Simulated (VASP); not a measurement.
# Cs (P6_3/mmc) in VASP: further runs, part 2 of 2

VASP 6.6.1. The steps go on from the part before.

## 3. Single point, LDA (92.32 Å³/atom)

This run uses another cell than the first one, of 92.32 Å³/atom.

The input, INCAR:

```
SYSTEM = Cs
PREC     = Accurate       ! precision mode
ENCUT    = 520            ! plane-wave cutoff, eV
EDIFF    = 1E-7           ! SCF threshold, eV
ISMEAR   = -1             ! smearing method
SIGMA    = 0.1            ! smearing width, eV
LREAL    = .FALSE.        ! projectors in reciprocal space
LASPH    = .TRUE.         ! aspherical terms in the spheres
NELM     = 100            ! most SCF steps
ALGO     = Normal         ! electronic algorithm
ISIF     = 2              ! what is computed and relaxed
LWAVE    = .FALSE.        ! write WAVECAR
LCHARG   = .FALSE.        ! write CHGCAR
GGA      = CA             ! functional
NBANDS   = 16             ! bands
```

The input, KPOINTS:

```
Automatic mesh
0
G
  8 8 5
  0 0 0
```

The input, POSCAR:

```
Cs
1.0
    5.0689243383      0.0000000000      0.0000000000
   -2.5344621692      4.3898172468      0.0000000000
    0.0000000000      0.0000000000      8.2975364130
Cs
2
Direct
    0.3333333333      0.6666666667      0.2500000000
    0.6666666667      0.3333333333      0.7500000000
```

Potentials or basis: VASP PAW LDA potentials, release 64 (Cs_sv).

Launch:

```sh
$ cat potpaw_LDA.64/Cs_sv/POTCAR > POTCAR
$ mpirun -np 1 vasp_std > vasp.out
```

OUTCAR:

```text
SYSTEM = Cs
   PREC = Accurate
   ENCUT = 520
   EDIFF = 1E-7
   ISMEAR = -1
   LREAL = .FALSE.
   LASPH = .TRUE.
   NELM = 100
   ISIF = 2
   GGA = CA

 ion  position               nearest neighbor table
   1  0.333  0.667  0.250-
   2  0.667  0.333  0.750-

  LATTYP: Found a hexagonal cell.
 ALAT       =     5.0689243383
 C/A-ratio  =     1.6369422503

  Lattice vectors:

 A1 = (   5.0689243383,   0.0000000000,   0.0000000000)
 A2 = (  -2.5344621692,   4.3898172468,   0.0000000000)
 A3 = (   0.0000000000,   0.0000000000,   8.2975364130)

Analysis of symmetry for initial positions (statically):
=====================================================================
 Subroutine PRICEL returns:
 Original cell was already a primitive cell.

 Routine SETGRP: Setting up the symmetry group for a
 hexagonal supercell.

 Subroutine GETGRP returns: Found 24 space group operations
 (whereof 12 operations were pure point group operations)
 out of a pool of 24 trial point group operations.

The static configuration has the point symmetry D_3d.
 The point group associated with its full space group is D_6h.

Analysis of symmetry for dynamics (positions and initial velocities):
=====================================================================
 Subroutine PRICEL returns:
 Original cell was already a primitive cell.

 Routine SETGRP: Setting up the symmetry group for a
 hexagonal supercell.

 Subroutine GETGRP returns: Found 24 space group operations
 (whereof 12 operations were pure point group operations)
 out of a pool of 24 trial point group operations.

The dynamic configuration has the point symmetry D_3d.
 The point group associated with its full space group is D_6h.

 Subroutine INISYM returns: Found 24 space group operations
 (whereof 12 operations are pure point group operations),
[... 111 lines left out ...]
   ISMEAR =    -1;   SIGMA  =   0.10  broadening in eV -4-tet -1-fermi 0-gaus
   EFERMI_NEDOS =   21; number of points for ismear=-14 and -15
   IALGO  =     38    algorithm
   IMIX   =      4    mixing-type and parameters
     AMIX     =   0.40;   BMIX     =  1.00
     AMIX_MAG =   1.60;   BMIX_MAG =  1.00
  volume/ion in A,a.u.               =      92.32       622.99
  Fermi-wavevector in a.u.,A,eV,Ry     =   0.753463  1.423838  7.724113  0.567706
  Thomas-Fermi vector in A             =   1.850908
   LORBIT       =      0    0 simple, 1 ext, 2 COOP (PROOUT), +10 PAW based schemes
   GGA     = CA    functional components
   LHFCALC =     F    Hartree Fock is set to
   AEXX    =    0.0000 exact exchange contribution
   IVDW    =     0    specifies the selected vdW correction
   LEPSILON=     F    determine dielectric tensor
   LRPA    =     F    only Hartree local field effects (RPA)
 non-spin polarized calculation
  energy-cutoff  :      520.00
  volume of cell :      184.63
 maximum number of plane-waves:      4999
 NGX is ok and might be reduce to    40
   NGX = 19   NGY = 19   NGZ = 31

 number of electron      17.9999999 magnetization

 Free energy of the ion-electron system (eV)
  ---------------------------------------------------
  ext. energy  EPLUGINS =         0.00000000
  ---------------------------------------------------
  free energy    TOTEN  =        -2.02488903 eV

  energy without entropy =       -1.93751834  energy(sigma->0) =       -1.98120368

 E-fermi :   0.8797     XC(G=0):  -6.1364

 val. band max:        0.8710649745   @ k =   0.5000  -0.0000   0.4000
 cond. band min:       0.9230860171   @ k =   0.3750   0.0000   0.4000
 fundamental gap:      0.0520210426
 Fermi energy:         0.8797434384

 k-point     1 :       0.0000    0.0000    0.0000
  band No.  band energies     occupation
      1     -22.8157      2.00000
      2     -22.7984      2.00000
      3      -9.7889      2.00000
      4      -9.5381      2.00000
      5      -9.5381      2.00000
      6      -9.5006      2.00000
[... 433 lines left out ...]
      3      -9.7567      2.00000
      4      -9.7385      2.00000
      5      -9.5983      2.00000
      6      -9.5736      2.00000
[... 8 lines left out ...]
     15       3.7182      0.00000
     16       4.1510      0.00000

 [... further k-points ...]

------------------------ aborting loop because EDIFF is reached ----------------------------------------

  FORCE on cell =-STRESS in cart. coord.  units (eV):
  Direction    XX          YY          ZZ          XY          YZ          ZX
  --------------------------------------------------------------------------------------
  -------------------------------------------------------------------------------------
  Total        0.1274390      0.1274390      0.0814426     -0.0000000      0.0000000      0.0000000
  in kB        1.1058631      1.1058631      0.7067259     -0.0000000      0.0000000      0.0000000
  external PRESSURE =       0.9728174 kB  Pullay stress =       0.0000000 kB

 VOLUME and BASIS-vectors are now :
 -----------------------------------------------------------------------------
  energy-cutoff  :      520.00
  volume of cell :      184.63
      direct lattice vectors                 reciprocal lattice vectors
     5.068924338  0.000000000  0.000000000     0.197280514  0.113899958  0.000000000
    -2.534462169  4.389817247  0.000000000     0.000000000  0.227799916  0.000000000
     0.000000000  0.000000000  8.297536413     0.000000000  0.000000000  0.120517699

 POSITION                                       TOTAL-FORCE (eV/Angst)
 -----------------------------------------------------------------------------------
     -0.00000      2.92654      2.07438         0.000000      0.000000      0.000000
      2.53446      1.46327      6.22315        -0.000000      0.000000      0.000000
 -----------------------------------------------------------------------------------
    total drift:                               -0.000000      0.000000     -0.000000

  FREE ENERGIE OF THE ION-ELECTRON SYSTEM (eV)
  ---------------------------------------------------
  free  energy   TOTEN  =        -2.0248890279 eV

  energy  without entropy=       -1.9375183370  energy(sigma->0) =       -1.98120368
```

Run time: 1.8 min. Hardware: 1 thread of Intel Xeon 8259CL, shared host; peak memory 0.27 GiB.

What came out:

- Free energy: -2.0249 eV
- Pressure: 0.1 GPa
- Band gap on the k mesh: zero (bands 9 and 10 overlap by 1.38 eV)

Levels at points of the mesh, in eV from the Fermi level:
| k point | band 7 | band 8 | band 9 | band 10 | band 11 | band 12 |
| --- | --- | --- | --- | --- | --- | --- |
| (0.00, 0.00, 0.00) | -10.38 | -10.38 | -1.90 | -0.15 | 1.10 | 2.46 |
| (0.50, 0.00, 0.00) | -10.45 | -10.42 | -0.04 | 0.39 | 0.67 | 1.01 |

Caveat: spin-orbit coupling is left out, which moves the levels of the heavy elements.

## 4. Single point, LDA (96.16 Å³/atom)

This run uses another cell than the first one, of 96.16 Å³/atom.

The input, INCAR:

```
PREC     = Accurate       # precision mode
ENCUT    = 520            # plane-wave cutoff, eV
EDIFF    = 1E-7           # SCF threshold, eV
ISMEAR   = -1             # smearing method
SIGMA    = 0.1            # smearing width, eV
LREAL    = False          # projectors in reciprocal space
LASPH    = True           # aspherical terms in the spheres
NELM     = 60             # most SCF steps
ALGO     = Normal         # electronic algorithm
ISIF     = 2              # what is computed and relaxed
LWAVE    = False          # write WAVECAR
LCHARG   = True           # write CHGCAR
LELF     = True           # ELF
LVHAR    = True         
NBANDS   = 16             # bands
```

The input, KPOINTS:

```
regular mesh
0
Gamma
  8 8 5
```

The input, POSCAR:

```
Cs
1.0
    5.1383702876      0.0000000000      0.0000000000
   -2.5691851438      4.4499592032      0.0000000000
    0.0000000000      0.0000000000      8.4112154216
Cs
2
Direct
    0.3333333333      0.6666666667      0.2500000000
    0.6666666667      0.3333333333      0.7500000000
```

Launch:

```sh
$ cat potpaw_LDA.64/Cs_sv/POTCAR > POTCAR
$ mpirun -np 1 vasp_std > vasp.out
```

It took 1.7 min on 1 thread of Intel Xeon 8259CL, shared host; peak memory 0.27 GiB.

The run converged. Its results:

- Free energy: -2.0274 eV
- Pressure: 0.0 GPa
- Band gap on the k mesh: zero (bands 9 and 10 overlap by 1.39 eV)

Levels at points of the mesh, in eV from the Fermi level:
```csv
k point,band 7,band 8,band 9,band 10,band 11,band 12
"(0.00, 0.00, 0.00)",-10.41,-10.41,-1.86,-0.13,1.04,2.44
"(0.50, 0.00, 0.00)",-10.47,-10.44,-0.03,0.39,0.70,0.99
```

Caveat: spin-orbit coupling is left out, which moves the levels of the heavy elements.

## 5. Single point, LDA (100.01 Å³/atom)

This run uses another cell than the first one, of 100.01 Å³/atom.

The input, INCAR:

```
SYSTEM = Cs
PREC = Accurate
ENCUT = 520
EDIFF = 1E-6
ISMEAR = -1
SIGMA = 0.1
LREAL = .False.
LASPH = .True.
NELM = 60
ALGO = Normal
ISIF = 2
LWAVE = .False.
LCHARG = .False.
GGA = CA
NBANDS = 16
```

The input, KPOINTS:

```
regular mesh
0
Gamma
  8 8 5
  0 0 0
```

The input, POSCAR:

```
Cs
1.0
    5.2059881772      0.0000000000      0.0000000000
   -2.6029940886      4.5085180133      0.0000000000
    0.0000000000      0.0000000000      8.5219020020
Cs
2
Direct
    0.3333333333      0.6666666667      0.2500000000
    0.6666666667      0.3333333333      0.7500000000
```

Launch:

```sh
$ cat potpaw_LDA.64/Cs_sv/POTCAR > POTCAR
$ mpirun -np 1 vasp_std > vasp.out
```

It took 92 s on 1 thread of Intel Xeon 8259CL, shared host; peak memory 0.27 GiB.

It converged, with:

| Property | Result |
| --- | --- |
| Free energy | -2.0252 eV |
| Pressure | -0.1 GPa |
| Band gap on the k mesh | zero (bands 9 and 10 overlap by 1.39 eV) |

Levels at points of the mesh, in eV from the Fermi level:
| k point | band 7 | band 8 | band 9 | band 10 | band 11 | band 12 |
| --- | --- | --- | --- | --- | --- | --- |
| (0.00, 0.00, 0.00) | -10.44 | -10.44 | -1.82 | -0.11 | 0.99 | 2.42 |
| (0.50, 0.00, 0.00) | -10.49 | -10.47 | -0.03 | 0.40 | 0.73 | 0.99 |

Caveat: spin-orbit coupling is left out, which moves the levels of the heavy elements.

## 6. Single point, LDA (103.86 Å³/atom)

This run uses another cell than the first one, of 103.86 Å³/atom.

Changes to INCAR since step 5:

```diff
@@ -13,3 +13,2 @@
 LCHARG = .False.
-GGA = CA
 NBANDS = 16
```

KPOINTS is that of step 5.

The input, POSCAR:

```
Cs
1.0
    5.2718937582      0.0000000000      0.0000000000
   -2.6359468791      4.5655939207      0.0000000000
    0.0000000000      0.0000000000      8.6297856320
Cs
2
Direct
    0.3333333333      0.6666666667      0.2500000000
    0.6666666667      0.3333333333      0.7500000000
```

Potentials or basis: VASP PAW LDA potentials, release 64 (Cs_sv).

Launch:

```sh
$ cat potpaw_LDA.64/Cs_sv/POTCAR > POTCAR
$ mpirun -np 1 vasp_std > vasp.out
```

OUTCAR:

```text
SYSTEM = Cs
   PREC = Accurate
   ENCUT = 520
   EDIFF = 1E-6
   ISMEAR = -1
   LREAL = .False.
   LASPH = .True.
   NELM = 60
   ISIF = 2

 ion  position               nearest neighbor table
   1  0.333  0.667  0.250-
   2  0.667  0.333  0.750-

  LATTYP: Found a hexagonal cell.
 ALAT       =     5.2718937582
 C/A-ratio  =     1.6369422503

  Lattice vectors:

 A1 = (   5.2718937582,   0.0000000000,   0.0000000000)
 A2 = (  -2.6359468791,   4.5655939207,   0.0000000000)
 A3 = (   0.0000000000,   0.0000000000,   8.6297856320)

Analysis of symmetry for initial positions (statically):
=====================================================================
 Subroutine PRICEL returns:
 Original cell was already a primitive cell.

 Routine SETGRP: Setting up the symmetry group for a
 hexagonal supercell.

 Subroutine GETGRP returns: Found 24 space group operations
 (whereof 12 operations were pure point group operations)
 out of a pool of 24 trial point group operations.

The static configuration has the point symmetry D_3d.
 The point group associated with its full space group is D_6h.

Analysis of symmetry for dynamics (positions and initial velocities):
=====================================================================
 Subroutine PRICEL returns:
 Original cell was already a primitive cell.

 Routine SETGRP: Setting up the symmetry group for a
 hexagonal supercell.

 Subroutine GETGRP returns: Found 24 space group operations
 (whereof 12 operations were pure point group operations)
 out of a pool of 24 trial point group operations.

The dynamic configuration has the point symmetry D_3d.
 The point group associated with its full space group is D_6h.

 Subroutine INISYM returns: Found 24 space group operations
 (whereof 12 operations are pure point group operations),
 and found     1 'primitive' translations

----------------------------------------------------------------------------------------
[... 111 lines left out ...]
   IMIX   =      4    mixing-type and parameters
     AMIX     =   0.40;   BMIX     =  1.00
     AMIX_MAG =   1.60;   BMIX_MAG =  1.00
  volume/ion in A,a.u.               =     103.86       700.86
  Fermi-wavevector in a.u.,A,eV,Ry     =   0.724454  1.369020  7.140801  0.524834
  Thomas-Fermi vector in A             =   1.814928
   LORBIT       =      0    0 simple, 1 ext, 2 COOP (PROOUT), +10 PAW based schemes
   GGA     = CA    functional components
   LHFCALC =     F    Hartree Fock is set to
   AEXX    =    0.0000 exact exchange contribution
   IVDW    =     0    specifies the selected vdW correction
   LEPSILON=     F    determine dielectric tensor
   LRPA    =     F    only Hartree local field effects (RPA)
 non-spin polarized calculation
  energy-cutoff  :      520.00
  volume of cell :      207.71
 maximum number of plane-waves:      5613
 NGX is ok and might be reduce to    40
   NGX = 19   NGY = 19   NGZ = 33

 number of electron      18.0000000 magnetization

 Free energy of the ion-electron system (eV)
  ---------------------------------------------------
  ext. energy  EPLUGINS =         0.00000000
  ---------------------------------------------------
  free energy    TOTEN  =        -2.01915709 eV

  energy without entropy =       -1.93414261  energy(sigma->0) =       -1.97664985

 E-fermi :   0.5389     XC(G=0):  -5.8094

 val. band max:        0.5243381372   @ k =   0.5000   0.0000   0.2000
 cond. band min:       0.5979877925   @ k =   0.5000   0.0000   0.4000
 fundamental gap:      0.0736496553
 Fermi energy:         0.5389252796

 k-point     1 :       0.0000    0.0000    0.0000
  band No.  band energies     occupation
      1     -23.2092      2.00000
      2     -23.1992      2.00000
      3     -10.1236      2.00000
      4      -9.9535      2.00000
      5      -9.9535      2.00000
      6      -9.9273      2.00000
[... 433 lines left out ...]
      3     -10.1019      2.00000
      4     -10.0894      2.00000
      5      -9.9943      2.00000
      6      -9.9777      2.00000
[... 8 lines left out ...]
     15       3.2700      0.00000
     16       3.6417      0.00000

 [... further k-points ...]

------------------------ aborting loop because EDIFF is reached ----------------------------------------

  FORCE on cell =-STRESS in cart. coord.  units (eV):
  Direction    XX          YY          ZZ          XY          YZ          ZX
  --------------------------------------------------------------------------------------
  -------------------------------------------------------------------------------------
  Total       -0.2086059     -0.2086059     -0.2536356      0.0000000      0.0000000      0.0000000
  in kB       -1.6090637     -1.6090637     -1.9563968      0.0000000      0.0000000      0.0000000
  external PRESSURE =      -1.7248414 kB  Pullay stress =       0.0000000 kB

 VOLUME and BASIS-vectors are now :
 -----------------------------------------------------------------------------
  energy-cutoff  :      520.00
  volume of cell :      207.71
      direct lattice vectors                 reciprocal lattice vectors
     5.271893758  0.000000000  0.000000000     0.189685158  0.109514777  0.000000000
    -2.635946879  4.565593921  0.000000000     0.000000000  0.219029554  0.000000000
     0.000000000  0.000000000  8.629785632     0.000000000  0.000000000  0.115877734

 POSITION                                       TOTAL-FORCE (eV/Angst)
 -----------------------------------------------------------------------------------
     -0.00000      3.04373      2.15745        -0.000000      0.000000      0.000000
      2.63595      1.52186      6.47234         0.000000     -0.000000      0.000000
 -----------------------------------------------------------------------------------
    total drift:                               -0.000000      0.000000     -0.000000

  FREE ENERGIE OF THE ION-ELECTRON SYSTEM (eV)
  ---------------------------------------------------
  free  energy   TOTEN  =        -2.0191570860 eV

  energy  without entropy=       -1.9341426107  energy(sigma->0) =       -1.97664985
```

OSZICAR:

```text
N       E                     dE             d eps       ncg     rms          rms(c)
DAV:   1     0.130718278874E+03    0.13072E+03   -0.62482E+03   960   0.831E+02
DAV:   2     0.135298049395E+02   -0.11719E+03   -0.11197E+03  1480   0.152E+02
DAV:   3    -0.171123843118E+01   -0.15241E+02   -0.15115E+02  1248   0.584E+01
DAV:   4    -0.201913997155E+01   -0.30790E+00   -0.30787E+00  1280   0.969E+00
DAV:   5    -0.202156561516E+01   -0.24256E-02   -0.24256E-02  1320   0.878E-01    0.186E-01
DAV:   6    -0.201956842071E+01    0.19972E-02   -0.33347E-03  1296   0.258E-01    0.114E-01
DAV:   7    -0.201906029333E+01    0.50813E-03   -0.35464E-03  1192   0.259E-01    0.508E-02
DAV:   8    -0.201915361895E+01   -0.93326E-04   -0.16201E-04  1336   0.628E-02    0.877E-03
DAV:   9    -0.201915640594E+01   -0.27870E-05   -0.66014E-06  1360   0.128E-02    0.360E-03
DAV:  10    -0.201915708597E+01   -0.68003E-06   -0.71992E-07  1056   0.233E-03
   1 F= -.20191571E+01 E0= -.19766498E+01  d E =-.850145E-01
```

It took 86 s on 1 thread of Intel Xeon 8259CL, shared host; peak memory 0.28 GiB.

What came out:

* Free energy: -2.0192 eV
* Pressure: -0.2 GPa
* Band gap on the k mesh: zero (bands 9 and 10 overlap by 1.38 eV)

Levels at points of the mesh, in eV from the Fermi level:
```csv
k point,band 5,band 6,band 7,band 8,band 9,band 10,band 11,band 12,band 13,band 14
"(0.00, 0.00, 0.00)",-10.49,-10.47,-10.47,-10.47,-1.78,-0.10,0.94,2.40,2.40,2.41
"(0.50, 0.00, 0.00)",-10.58,-10.54,-10.51,-10.49,-0.03,0.40,0.75,0.98,1.73,2.13
```

Caveat: spin-orbit coupling is left out, which moves the levels of the heavy elements.

## 7. Summary

```csv
cell,gap on the mesh (eV),pressure (GPa)
"a = 4.998, b = 4.998, c = 8.181 Å, angles 90.0, 90.0, 120.0°, 2 atoms",none,0.2
"a = 5.069, b = 5.069, c = 8.298 Å, angles 90.0, 90.0, 120.0°, 2 atoms",none,0.1
"a = 5.138, b = 5.138, c = 8.411 Å, angles 90.0, 90.0, 120.0°, 2 atoms",none,0.0
"a = 5.206, b = 5.206, c = 8.522 Å, angles 90.0, 90.0, 120.0°, 2 atoms",none,-0.1
"a = 5.272, b = 5.272, c = 8.630 Å, angles 90.0, 90.0, 120.0°, 2 atoms",none,-0.2
```

Alike in all rows: task single point; level LDA; potentials or basis VASP PAW LDA potentials, release 64 (Cs_sv); no spin polarisation; k mesh 8 × 8 × 5; cutoff (eV) 520; smearing fermi-dirac 0.1 eV.

Caveats: spin-orbit coupling is left out, which moves the levels of the heavy elements.

Total energies depend on the potentials used, so only differences within one code and one set of settings carry meaning.
